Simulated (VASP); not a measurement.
TiO2: single point with PBE+D3(BJ)+U

The system is TiO2.

```
Ti O
1.0
     1.47073    0.84912    4.50503
    -1.47073    0.84912    4.50503
     0.00000   -1.69825    4.50503
Ti O
1 2
Direct
  0.00000 0.00000 0.00000
  0.60176 0.60176 0.60176
  0.39824 0.39824 0.39824
```

* Program: VASP 6.6.1
* Task: single point
* Functional: PBE
* Dispersion: D3(BJ)
* Potentials or basis: VASP PAW PBE potentials, release 64 (Ti_sv, O)
* Cutoff: 520 eV
* k mesh: 12 × 12 × 12
* Occupations: gaussian, width 0.05 eV
* Spin: no spin polarisation
* Hubbard terms: Ti d U = 4.0 eV

```
Pressure                   : 29.7 GPa
Largest force              : 2.657 eV/Å
Band gap on the k mesh     : 3.15 eV (least direct gap 3.64 eV)
Dispersion energy per atom : -0.223 eV
```

Forces on the atoms (eV/Å):
```
Ti   0.000  0.000  0.000
O    0.000  0.000 -2.657
O    0.000  0.000  2.657
```

Stress tensor (GPa, compression positive):
```
31.80  0.00  0.00
 0.00 31.80  0.00
 0.00  0.00 25.41
```

Levels at points of the mesh, in eV from the valence-band top:
```tsv
k point	band 9	band 10	band 11	band 12	band 13	band 14	band 15	band 16
(0.00, 0.00, 0.00)	-4.65	-0.73	-0.73	-0.48	3.15	3.15	5.03	7.56
(0.50, 0.00, 0.00)	-3.29	-1.90	-1.71	-1.31	3.48	4.25	4.28	6.70
(0.50, 0.50, 0.00)	-3.28	-2.30	-2.02	-0.70	3.53	4.21	4.26	6.54
(0.50, 0.50, 0.50)	-3.58	-2.00	-0.62	-0.62	3.17	3.17	5.21	7.47
```

Eigenvalues of the final occupation matrices:
```
    site  spin  trace               eigenvalues
site 1 d     1   0.88  0.10 0.10 0.10 0.29 0.29
site 1 d     2   0.88  0.10 0.10 0.10 0.29 0.29
```

Wall time 84 s on 1 thread of Intel(R) Xeon(R) 6975P-C (Granite Rapids), with other jobs on the host, peak memory 0.28 GiB.

Caveat: the stress differs along the axes, from 25 to 32 GPa; forces of over 1 eV/Å act on the atoms, so gaps and moduli don't describe the material at rest. A k mesh can miss the band edges.
